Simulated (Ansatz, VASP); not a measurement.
**W: VASP beside Ansatz**

```
W
1.0
    -1.58419    1.58419    1.58419
     1.58419   -1.58419    1.58419
     1.58419    1.58419   -1.58419
W
1
Direct
  0.00000 0.00000 0.00000
```

Alike in both runs: functional r2SCAN; k mesh 20 × 20 × 20; occupations gaussian, width 0.1 eV; no spin polarisation.

Ansatz relaxed the structure, and its values are those at the end. VASP's run is a single point on that final structure, the one shown.

```csv
,VASP,Ansatz
version,VASP 6.6.1,Ansatz 0.2.0
potentials or method,"VASP PAW PBE potentials, release 64 (W_sv)","scalar-relativistic, plane waves, PAW"
plane-wave cutoff (eV),520,500
valence electrons in the cell,14,14
```

Ansatz gave:

```
gap on the k mesh at the Fermi level (eV) : none
pressure (GPa)                            : 0.0
```

Q: Which values does VASP return?

A: gap on the k mesh at the Fermi level (eV): none; pressure (GPa): 1.2.

VASP's potentials were made for PBE, not for r2SCAN. A gap of «none» marks a metal or a gap that the smearing closes.

Neither program's run includes spin-orbit coupling.
